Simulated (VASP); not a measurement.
# PtS2 (Fm-3m) in VASP: single point with PBE

Aim: the single point of PtS2 with PBE.

All numbers are computed with VASP 6.6.1; they aren't measurements. Logs are shortened: lines on timing, memory, paths and dates and some standing lists are left out, and cuts for length are marked.

## (1) The cell of the first run

It takes space group Fm-3m (No. 225, cubic). The conventional cell has a = 5.932 Å, b = 5.932 Å, c = 5.932 Å, α = 90.00°, β = 90.00°, γ = 90.00°. Within 3.4 Å of Pt (site symmetry m-3m) lie 8 S at 2.57 Å. S (site symmetry -43m) has 4 Pt at 2.57 Å and 6 S at 2.97 Å within 3.4 Å.

## (2) Single point, PBE, collinear spin, zero start

Contents of INCAR:

```
PREC = Accurate ; ENCUT = 520
EDIFF = 1E-6 ; ISMEAR = 0
SIGMA = 0.05 ; LREAL = False
LASPH = True ; NELM = 150
ALGO = Normal ; ISIF = 2
LWAVE = False ; LCHARG = False
ISPIN = 2 ; MAGMOM = 0 0 0
LORBIT = 11 ; LMAXMIX = 4
GGA = PE ; NBANDS = 22
```

Contents of KPOINTS:

```
Automatic mesh
0
Gamma
  6 6 6
```

Contents of POSCAR:

```
PtS2
1.0
    0.0000000000      2.9659919000      2.9659919000
    2.9659919000      0.0000000000      2.9659919000
    2.9659919000      2.9659919000      0.0000000000
Pt S
1 2
Direct
    0.0000000000      0.0000000000      0.0000000000
    0.2500000000      0.2500000000      0.2500000000
    0.7500000000      0.7500000000      0.7500000000
```

Potentials or basis: VASP PAW PBE potentials, release 64 (Pt, S).

The run is started by

```sh
$ cat potpaw_PBE.64/Pt/POTCAR potpaw_PBE.64/S/POTCAR > POTCAR
$ mpirun -np 1 vasp_std > vasp.out
```

OUTCAR:

```text
PREC = Accurate
   ENCUT = 520
   EDIFF = 1E-6
   ISMEAR = 0
   LREAL = False
   LASPH = True
   NELM = 150
   ISIF = 2
   ISPIN = 2
   LORBIT = 11
   GGA = PE

 ion  position               nearest neighbor table
   1  0.000  0.000  0.000-   3 2.57   3 2.57   3 2.57   2 2.57   2 2.57   2 2.57   3 2.57   2 2.57

   2  0.250  0.250  0.250-   1 2.57   1 2.57   1 2.57   1 2.57
   3  0.750  0.750  0.750-   1 2.57   1 2.57   1 2.57   1 2.57

  LATTYP: Found a face centered cubic cell.
 ALAT       =     5.9319838000

  Lattice vectors:

 A1 = (   0.0000000000,   2.9659919000,   2.9659919000)
 A2 = (   2.9659919000,   0.0000000000,   2.9659919000)
 A3 = (   2.9659919000,   2.9659919000,   0.0000000000)

Analysis of symmetry for initial positions (statically):
=====================================================================
 Subroutine PRICEL returns:
 Original cell was already a primitive cell.

 Routine SETGRP: Setting up the symmetry group for a
 face centered cubic supercell.

 Subroutine GETGRP returns: Found 48 space group operations
 (whereof 48 operations were pure point group operations)
 out of a pool of 48 trial point group operations.

The static configuration has the point symmetry O_h .

Analysis of symmetry for dynamics (positions and initial velocities):
=====================================================================
 Subroutine PRICEL returns:
 Original cell was already a primitive cell.

 Routine SETGRP: Setting up the symmetry group for a
 face centered cubic supercell.

 Subroutine GETGRP returns: Found 48 space group operations
 (whereof 48 operations were pure point group operations)
 out of a pool of 48 trial point group operations.

The dynamic configuration has the point symmetry O_h .

Analysis of structural, dynamic, and magnetic symmetry:
=====================================================================
 Subroutine PRICEL returns:
 Original cell was already a primitive cell.

 Routine SETGRP: Setting up the symmetry group for a
 face centered cubic supercell.

 Subroutine GETGRP returns: Found 48 space group operations
 (whereof 48 operations were pure point group operations)
 out of a pool of 48 trial point group operations.

The overall configuration has the point symmetry O_h .

 Subroutine INISYM returns: Found 48 space group operations
 (whereof 48 operations are pure point group operations),
 and found     1 'primitive' translations

----------------------------------------------------------------------------------------

                                     Primitive cell

  volume of cell :      52.1843

  direct lattice vectors                    reciprocal lattice vectors
     0.000000000  2.965991900  2.965991900    -0.168577669  0.168577669  0.168577669
     2.965991900  0.000000000  2.965991900     0.168577669 -0.168577669  0.168577669
     2.965991900  2.965991900  0.000000000     0.168577669  0.168577669 -0.168577669

  length of vectors
     4.194545971  4.194545971  4.194545971     0.291985087  0.291985087  0.291985087

  position of ions in fractional coordinates (direct lattice)
     0.000000000  0.000000000  0.000000000
     0.250000000  0.250000000  0.250000000
     0.750000000  0.750000000  0.750000000

  ion indices of the primitive-cell ions
   primitive index   ion index
                 1           1
                 2           2
                 3           3

----------------------------------------------------------------------------------------

 KPOINTS: Automatic mesh

Automatic generation of k-mesh.
 Grid dimensions read from file:
 generate k-points for:    6    6    6

 Generating k-lattice:

  Cartesian coordinates                     Fractional coordinates (reciprocal lattice)
    -0.028096278  0.028096278  0.028096278     0.166666667  0.000000000  0.000000000
     0.028096278 -0.028096278  0.028096278     0.000000000  0.166666667  0.000000000
     0.028096278  0.028096278 -0.028096278     0.000000000  0.000000000  0.166666667

  Length of vectors
     0.048664181  0.048664181  0.048664181

  Shift w.r.t. Gamma in fractional coordinates (k-lattice)
     0.000000000  0.000000000  0.000000000

 Subroutine IBZKPT returns following result:
 ===========================================

 Found     16 irreducible k-points:

 Following reciprocal coordinates:
            Coordinates               Weight
  0.000000  0.000000  0.000000      1.000000
  0.166667  0.000000  0.000000      8.000000
  0.333333  0.000000  0.000000      8.000000
  0.500000  0.000000  0.000000      4.000000
  0.166667  0.166667  0.000000      6.000000
  0.333333  0.166667  0.000000     24.000000
[... 8 lines left out ...]
 -0.333333  0.333333  0.166667     24.000000
 -0.333333  0.500000  0.166667     12.000000
   k-points           NKPTS =     16   k-points in BZ     NKDIM =     16   number of bands    NBANDS=     22
   number of dos      NEDOS =    301   number of ions     NIONS =      3
   total plane-waves  NPLWV =  32768
   dimension x,y,z NGX =    32 NGY =   32 NGZ =   32
   dimension x,y,z NGXF=    64 NGYF=   64 NGZF=   64
   ions per type =               1   2
   NGX,Y,Z   is equivalent  to a cutoff of  12.68, 12.68, 12.68 a.u.
   NGXF,Y,Z  is equivalent  to a cutoff of  25.37, 25.37, 25.37 a.u.
 SYSTEM =  unknown system
   PREC   = accura    normal or accurate (medium, high low for compatibility)
   ISTART =      0    job   : 0-new  1-cont  2-samecut
   ICHARG =      2    charge: 1-file 2-atom 10-const
   ISPIN  =      2    spin polarized calculation?
   LNONCOLLINEAR =      F non collinear calculations
   LSORBIT =      F    spin-orbit coupling
   LASPH  =      T    aspherical Exc in radial PAW
   ENCUT  =  520.0 eV  38.22 Ry    6.18 a.u.   7.80  7.80  7.80*2*pi/ulx,y,z
   NELM   =    150;   NELMIN=  2; NELMDL= -5     # of ELM steps
   EDIFF  = 0.1E-05   stopping-criterion for ELM
   LREAL  =      F    real-space projection
   EDIFFG = 0.1E-04   stopping-criterion for IOM
   NSW    =      0    number of steps for IOM
   IBRION =     -1    ionic relax: 0-MD 1-quasi-New 2-CG
   NFREE  =      0    steps in history (QN), initial steepest desc. (CG)
   ISIF   =      2    stress and relaxation
   ISYM   =      2    0-nonsym 1-usesym 2-fastsym
   POTIM  = 0.5000    time-step for ionic-motion
   TEBEG  =    0.0;   TEEND  =   0.0 temperature during run
   PSTRESS=    0.0 pullay stress
   NELECT =      22.0000    total number of electrons
   NUPDOWN=      -1.0000    fix difference up-down
   EMIN   =  10.00;   EMAX   =-10.00  energy-range for DOS
   EFERMI =   0.00;   METHOD = LEGACY
   ISMEAR =     0;   SIGMA  =   0.05  broadening in eV -4-tet -1-fermi 0-gaus
   EFERMI_NEDOS =   21; number of points for ismear=-14 and -15
   IALGO  =     38    algorithm
   IMIX   =      4    mixing-type and parameters
     AMIX     =   0.40;   BMIX     =  1.00
     AMIX_MAG =   1.60;   BMIX_MAG =  1.00
  volume/ion in A,a.u.               =      17.39       117.39
  Fermi-wavevector in a.u.,A,eV,Ry     =   1.227540  2.319715 20.502010  1.506855
  Thomas-Fermi vector in A             =   2.362500
   LORBIT       =     11    0 simple, 1 ext, 2 COOP (PROOUT), +10 PAW based schemes
   GGA     = PE    functional components
   LHFCALC =     F    Hartree Fock is set to
   AEXX    =    0.0000 exact exchange contribution
   IVDW    =     0    specifies the selected vdW correction
   LEPSILON=     F    determine dielectric tensor
   LRPA    =     F    only Hartree local field effects (RPA)
 spin polarized calculation
 Gauss-broadening in eV      SIGMA  =   0.05
  energy-cutoff  :      520.00
  volume of cell :       52.18
 maximum number of plane-waves:      1420
   NGX = 15   NGY = 15   NGZ = 15

 number of electron      21.9999999 magnetization       0.0000067

 number of electron      21.9999999 magnetization      -0.0000063

 Free energy of the ion-electron system (eV)
  ---------------------------------------------------
  ext. energy  EPLUGINS =         0.00000000
  ---------------------------------------------------
  free energy    TOTEN  =       -13.56110942 eV

  energy without entropy =      -13.55902166  energy(sigma->0) =      -13.56006554

 E-fermi :   8.2592     XC(G=0): -11.0649

 val. band max:        8.0427762388   @ k =   0.5000   0.3333   0.0000
 cond. band min:       8.2956123451   @ k =  -0.3333   0.3333   0.1667
 fundamental gap:      0.2528361062
 Fermi energy:         8.2591650014

 spin component 1

 k-point     1 :       0.0000    0.0000    0.0000
  band No.  band energies     occupation
      1      -8.0453      1.00000
      2      -3.4482      1.00000
      3       0.8505      1.00000
      4       0.8505      1.00000
      5       0.8505      1.00000
      6       4.0355      1.00000
[... 14 lines left out ...]
     21      25.2130      0.00000
     22      25.2130      0.00000
[... 351 lines left out ...]
 k-point    16 :      -0.3333    0.5000    0.1667
  band No.  band energies     occupation
      1      -5.9645      1.00000
      2      -5.5375      1.00000
      3      -0.1012      1.00000
      4       1.2596      1.00000
      5       2.5862      1.00000
      6       3.0582      1.00000
[... 14 lines left out ...]
     21      20.7818      0.00000
     22      21.2450      0.00000
 Fermi energy:         8.2591650014

 spin component 2

 k-point     1 :       0.0000    0.0000    0.0000
  band No.  band energies     occupation
      1      -8.0453      1.00000
      2      -3.4482      1.00000
      3       0.8505      1.00000
      4       0.8505      1.00000
      5       0.8505      1.00000
      6       4.0355      1.00000
[... 14 lines left out ...]
     21      25.2130      0.00000
     22      25.2130      0.00000
[... 352 lines left out ...]
  band No.  band energies     occupation
      1      -5.9645      1.00000
      2      -5.5375      1.00000
      3      -0.1012      1.00000
      4       1.2596      1.00000
      5       2.5862      1.00000
      6       3.0582      1.00000
[... 14 lines left out ...]
     21      20.7818      0.00000
     22      21.2450      0.00000

------------------------ aborting loop because EDIFF is reached ----------------------------------------

  FORCE on cell =-STRESS in cart. coord.  units (eV):
  Direction    XX          YY          ZZ          XY          YZ          ZX
  --------------------------------------------------------------------------------------
  -------------------------------------------------------------------------------------
  Total        0.7854004      0.7854004      0.7854004      0.0000000      0.0000000     -0.0000000
  in kB       24.1135874     24.1135874     24.1135874      0.0000000      0.0000000     -0.0000000
  external PRESSURE =      24.1135874 kB  Pullay stress =       0.0000000 kB

 VOLUME and BASIS-vectors are now :
 -----------------------------------------------------------------------------
  energy-cutoff  :      520.00
  volume of cell :       52.18
      direct lattice vectors                 reciprocal lattice vectors
     0.000000000  2.965991900  2.965991900    -0.168577669  0.168577669  0.168577669
     2.965991900  0.000000000  2.965991900     0.168577669 -0.168577669  0.168577669
     2.965991900  2.965991900  0.000000000     0.168577669  0.168577669 -0.168577669

 POSITION                                       TOTAL-FORCE (eV/Angst)
 -----------------------------------------------------------------------------------
      0.00000      0.00000      0.00000         0.000000      0.000000      0.000000
      1.48300      1.48300      1.48300         0.000000      0.000000      0.000000
      4.44899      4.44899      4.44899        -0.000000     -0.000000     -0.000000
 -----------------------------------------------------------------------------------
    total drift:                                0.000000     -0.000000      0.000000

  FREE ENERGIE OF THE ION-ELECTRON SYSTEM (eV)
  ---------------------------------------------------
  free  energy   TOTEN  =       -13.5611094200 eV

  energy  without entropy=      -13.5590216564  energy(sigma->0) =      -13.56006554

 total charge

# of ion       s       p       d       tot
------------------------------------------
    1        0.566   0.589   7.979   9.133
    2        1.428   2.141   0.000   3.570
    3        1.428   2.141   0.000   3.570
--------------------------------------------------
tot          3.423   4.871   7.979  16.273

 magnetization (x)

# of ion       s       p       d       tot
------------------------------------------
    1        0.000   0.000   0.000   0.000
    2       -0.000   0.000   0.000   0.000
    3       -0.000   0.000   0.000   0.000
--------------------------------------------------
tot         -0.000   0.000   0.000   0.000
```

It took 24 s on 1 thread of Intel Xeon 6975P-C, shared host; peak memory 0.21 GiB.

What came out:

```yaml
Free_energy: -13.5611 eV
Pressure: 2.4 GPa
Band_gap_on_the_k_mesh: zero (filled and empty bands overlap)
Net_moment: 0.00 μB per cell
Valence_electrons_inside_the_program's_atomic_spheres: Pt 9.13; S 3.57
```

Caveat: spin-orbit coupling is left out, which moves the levels of the heavy elements.
